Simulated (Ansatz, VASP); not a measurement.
**One calculation of ScAsS, two programs**

```
Sc As S
1.0
     3.54759    0.00000    0.00000
     0.00000    3.54759    0.00000
     0.00000    0.00000    5.18116
Sc As S
1 1 1
Direct
  0.00000 0.00000 0.00000
  0.50000 0.50000 0.50000
  0.50000 0.50000 0.00000
```

Change from the starting cell: species swapped into the MgNiH type (P4/mmm, No. 123).

Alike in both runs: functional PBE; k mesh 6 × 6 × 4; occupations gaussian, width 0.1 eV; no spin polarisation.

Ansatz relaxed the structure, and its values are those at the end. VASP's run is a single point on that final structure, the one shown.

|  | VASP | Ansatz |
| --- | --- | --- |
| version | VASP 6.6.1 | Ansatz 0.2.0 |
| potentials or method | VASP PAW PBE potentials, release 64 (Sc_sv, As, S), cutoff 520 eV | scalar-relativistic, plane waves, PAW |
| valence electrons in the cell | 22 | 32 |

|  | VASP | Ansatz | Ansatz less VASP |
| --- | --- | --- | --- |
| gap on the k mesh at the Fermi level (eV) | none | none | - |
| pressure (GPa) | 0.2 | 0.0 | -0.16 |

A gap of «none» marks a metal or a gap that the smearing closes. The functional is the same, so the differences come from potentials, cutoffs and numerics. VASP's potentials hold 22 valence electrons a cell and Ansatz's 32, so a difference there can come from the potentials and not from the codes.
